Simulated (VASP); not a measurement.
# Al in VASP: a series of runs, part 2 of 2

VASP 6.6.1.

### 3 Single point, PBE

This run uses another cell than the first one, of 16.53 Å³/atom.

INCAR reads:

```
SYSTEM = Al
PREC = Accurate ; ENCUT = 520
EDIFF = 1E-6 ; ISMEAR = 0
SIGMA = 0.1 ; LREAL = .False.
LASPH = .True. ; NELM = 80
ALGO = Normal ; ISIF = 2
LWAVE = .False. ; LCHARG = .False.
GGA = PE ; NBANDS = 8
```

KPOINTS reads:

```
Automatic mesh
0
Gamma
  8 8 8
  0 0 0
```

POSCAR reads:

```
Al
1.0
   -1.4163332777      1.4479866910      2.0146971312
    1.4163332777     -1.4479866910      2.0146971312
    1.4163332777      1.4479866910     -2.0146971312
Al
1
Direct
    0.5000000000      0.5000000000      0.0000000000
```

Potentials or basis: VASP PAW PBE potentials, release 64 (Al).

Run with:

```console
$ cat potpaw_PBE.64/Al/POTCAR > POTCAR
$ mpirun -np 1 vasp_std > vasp.out
```

OUTCAR:

```text
SYSTEM = Al
   PREC = Accurate
   ENCUT = 520
   EDIFF = 1E-6
   ISMEAR = 0
   LREAL = .False.
   LASPH = .True.
   NELM = 80
   ISIF = 2
   GGA = PE

 ion  position               nearest neighbor table
   1  0.500  0.500  0.000-

  LATTYP: Found a body centered orthorhombic cell.
 ALAT       =     2.8326665554
 B/A-ratio  =     1.0223488453
 C/A-ratio  =     1.4224739070

  Lattice vectors:

 A1 = (  -1.4163332777,   1.4479866910,   2.0146971312)
 A2 = (   1.4163332777,  -1.4479866910,   2.0146971312)
[... 444 lines left out ...]
      8      28.9220      0.00000

 [... further k-points ...]

------------------------ aborting loop because EDIFF is reached ----------------------------------------

  FORCE on cell =-STRESS in cart. coord.  units (eV):
  Direction    XX          YY          ZZ          XY          YZ          ZX
  --------------------------------------------------------------------------------------
  -------------------------------------------------------------------------------------
  Total        0.0153613     -0.0322199      0.0055389     -0.0000000      0.0000000      0.0000000
  in kB        1.4891524     -3.1234483      0.5369526     -0.0000000      0.0000000      0.0000000
  external PRESSURE =      -0.3657811 kB  Pullay stress =       0.0000000 kB

 VOLUME and BASIS-vectors are now :
 -----------------------------------------------------------------------------
  energy-cutoff  :      520.00
  volume of cell :       16.53
      direct lattice vectors                 reciprocal lattice vectors
    -1.416333278  1.447986691  2.014697131     0.000000000  0.345307041  0.248176260
     1.416333278 -1.447986691  2.014697131     0.353024255  0.000000000  0.248176260
     1.416333278  1.447986691 -2.014697131     0.353024255  0.345307041  0.000000000

 POSITION                                       TOTAL-FORCE (eV/Angst)
 -----------------------------------------------------------------------------------
      0.00000      0.00000      2.01470        -0.000000      0.000000      0.000000
 -----------------------------------------------------------------------------------
    total drift:                                0.000000     -0.000000      0.000000

  FREE ENERGIE OF THE ION-ELECTRON SYSTEM (eV)
  ---------------------------------------------------
  free  energy   TOTEN  =        -3.7423977424 eV

  energy  without entropy=       -3.7408148744  energy(sigma->0) =       -3.74160631
```

OSZICAR:

```text
N       E                     dE             d eps       ncg     rms          rms(c)
DAV:   1    -0.211826680707E+01   -0.21183E+01   -0.94059E+02  1552   0.233E+02
DAV:   2    -0.375775057302E+01   -0.16395E+01   -0.15717E+01  2200   0.183E+01
DAV:   3    -0.376425094033E+01   -0.65004E-02   -0.64999E-02  1928   0.145E+00
DAV:   4    -0.376426307156E+01   -0.12131E-04   -0.12131E-04  2408   0.512E-02
DAV:   5    -0.376426309403E+01   -0.22468E-07   -0.22110E-07  2000   0.118E-03    0.131E+00
DAV:   6    -0.375169508214E+01    0.12568E-01   -0.15320E-03  2064   0.190E-01    0.762E-01
DAV:   7    -0.374240311992E+01    0.92920E-02   -0.46824E-03  2000   0.310E-01    0.147E-01
DAV:   8    -0.374239966261E+01    0.34573E-05   -0.13715E-05  2128   0.265E-02    0.913E-03
DAV:   9    -0.374239808325E+01    0.15794E-05   -0.83094E-07  2232   0.411E-03    0.724E-04
DAV:  10    -0.374239774241E+01    0.34084E-06   -0.35004E-09  1320   0.414E-04
   1 F= -.37423977E+01 E0= -.37416063E+01  d E =-.158287E-02
```

It took 5.4 s on 1 thread of Intel Xeon Platinum 8488C (Sapphire Rapids), shared host; peak memory 0.13 GiB.

What came out:

```yaml
Free_energy: -3.7424 eV
Pressure: 0.0 GPa
Band_gap_on_the_k_mesh: zero (an odd number of electrons rules out a gap without spin polarisation)
```

Stress tensor (GPa, compression positive):
```
 0.15  0.00  0.00
 0.00 -0.31  0.00
 0.00  0.00  0.05
```

### 4 Relaxation of cell and atoms, PBE

INCAR reads:

```
PREC     = Accurate       # precision mode
ENCUT    = 600            # plane-wave cutoff, eV
EDIFF    = 1E-6           # SCF threshold, eV
ISMEAR   = 0              # smearing method
SIGMA    = 0.1            # smearing width, eV
LREAL    = False          # projectors in reciprocal space
LASPH    = True           # aspherical terms in the spheres
NELM     = 60             # most SCF steps
ALGO     = Normal         # electronic algorithm
ISIF     = 3              # what is computed and relaxed
LWAVE    = False          # write WAVECAR
LCHARG   = False          # write CHGCAR
GGA      = PE             # functional
IBRION   = 2              # ionic algorithm
NSW      = 90             # ionic steps
EDIFFG   = -0.04          # ionic threshold
```

KPOINTS reads:

```
regular mesh
0
Gamma
  8 8 8
```

POSCAR reads:

```
Al
1.0
   -1.4263223694      1.4600656609      1.9888563934
    1.4263223694     -1.4600656609      1.9888563934
    1.4263223694      1.4600656609     -1.9888563934
Al
1
Direct
    0.5000000000      0.5000000000      0.0000000000
```

Run with:

```console
$ cat potpaw_PBE.64/Al/POTCAR > POTCAR
$ mpirun -np 1 vasp_std > vasp.out
```

Wall time 8.6 s (1 thread of Intel Xeon Platinum 8488C (Sapphire Rapids), shared host); peak memory 0.14 GiB.

The run converged. Its results:

```
Free energy                           : -3.7425 eV
Relaxed volume                        : 16.53 Å³/atom
Relaxed cell                          : a = 2.858 Å, b = 2.858 Å, c = 2.858 Å, α = 120.63°, β = 119.16°, γ = 90.19°
Space group after relaxing (to 0.1 Å) : Fm-3m (No. 225)
Energy gained by relaxing             : 3.1 meV/atom
Ionic steps                           : 5
Pressure after relaxing               : 0.0 GPa
Band gap on the k mesh                : zero (an odd number of electrons rules out a gap without spin polarisation)
```

Stress tensor (GPa, compression positive):
```
 0.35  0.00  0.00
 0.00 -0.22  0.00
 0.00  0.00 -0.29
```

Step by step:
| step | energy change (eV) | largest force (eV/Å) | pressure (GPa) | volume (Å³) |
| --- | --- | --- | --- | --- |
| 1 | 0.0000 | 0.0000 | -0.28 | 16.57 |
| 2 | -0.0024 | 0.0000 | 0.16 | 16.50 |
| 3 | -0.0025 | 0.0000 | 0.10 | 16.51 |
| 4 | -0.0030 | 0.0000 | 0.01 | 16.52 |
| 5 | -0.0031 | 0.0000 | -0.05 | 16.53 |

Final structure:
```yaml
crystal:
  lattice:
    - [-1.41542, 1.44714, 2.01756]
    - [1.41542, -1.44714, 2.01756]
    - [1.41542, 1.44714, -2.01756]
  atoms:
    - { symbol: Al, position: [0.50000, 0.50000, 0.00000] }
```

Levels at points of the mesh, in eV from the Fermi level:
| k point | band 1 | band 2 | band 3 | band 4 | band 5 |
| --- | --- | --- | --- | --- | --- |
| (0.00, 0.00, 0.00) | -11.07 | 12.30 | 12.67 | 13.00 | 13.76 |
| (0.50, 0.00, 0.00) | -4.59 | -4.46 | 11.47 | 11.68 | 11.78 |
| (0.00, 0.50, 0.00) | -4.48 | -4.19 | 11.14 | 11.16 | 11.37 |
| (0.50, 0.50, 0.00) | -2.88 | -1.57 | 5.32 | 5.65 | 5.67 |
| (0.50, 0.50, 0.50) | -2.84 | -1.51 | 5.20 | 5.25 | 6.00 |

### 5 Single point, PBE

This run uses another cell than the first one, of 16.50 Å³/atom.

INCAR reads:

```
PREC = Accurate ; ENCUT = 520
EDIFF = 1E-6 ; ISMEAR = 0
SIGMA = 0.1 ; LREAL = F
LASPH = T ; NELM = 60
ALGO = Fast ; ISIF = 2
LWAVE = F ; LCHARG = F
GGA = PE ; NBANDS = 8
```

KPOINTS reads:

```
Automatic mesh
0
Gamma
  26 26 26
```

POSCAR reads:

```
Al
1.0
   -1.4286867671      1.4287794780      2.0203582708
    1.4286867671     -1.4287794780      2.0203582708
    1.4286867671      1.4287794780     -2.0203582708
Al
1
Direct
    0.5000000000      0.5000000000      0.0000000000
```

Run with:

```console
$ cat potpaw_PBE.64/Al/POTCAR > POTCAR
$ mpirun -np 1 vasp_std > vasp.out
```

Wall time 2.3 min (1 thread of Intel Xeon Platinum 8488C (Sapphire Rapids), shared host); peak memory 0.38 GiB.

It converged, with:

```yaml
Free_energy: -3.7481 eV
Pressure: 0.0 GPa
Band_gap_on_the_k_mesh: zero (an odd number of electrons rules out a gap without spin polarisation)
```

Levels at points of the mesh, in eV from the Fermi level:
```
           k point  band 1  band 2  band 3  band 4
(0.00, 0.00, 0.00)  -11.15   12.61   12.61   12.61
(0.50, 0.00, 0.00)   -4.61   -4.39   11.40   11.40
(0.00, 0.50, 0.00)   -4.61   -4.39   11.40   11.40
(0.50, 0.50, 0.00)   -2.94   -1.61    5.25    5.58
(0.50, 0.50, 0.50)   -2.94   -1.61    5.25    5.58
```

### 6 Overview

| task | cell | k mesh | cutoff (eV) | gap on the mesh (eV) | pressure (GPa) |
| --- | --- | --- | --- | --- | --- |
| single point | a = 2.850 Å, angles 119.9, 118.4, 91.5°, 1 atom | 8 × 8 × 8 | 520 | none | -0.3 |
| single point | a = 2.857 Å, angles 120.6, 119.1, 90.3°, 1 atom | 8 × 8 × 8 | 520 | none | 0.0 |
| relaxation of cell and atoms | relaxed from a = 2.850 Å, angles 119.9, 118.4, 91.5°, 1 atom | 8 × 8 × 8 | 600 | none | 0.0 |
| single point | a = 2.857 Å, angles 120.0, 120.0, 90.0°, 1 atom | 26 × 26 × 26 | 520 | none | 0.0 |

Alike in all rows: level PBE; potentials or basis VASP PAW PBE potentials, release 64 (Al); no spin polarisation; smearing gaussian 0.1 eV.

Total energies depend on the potentials used, so only differences within one code and one set of settings carry meaning.
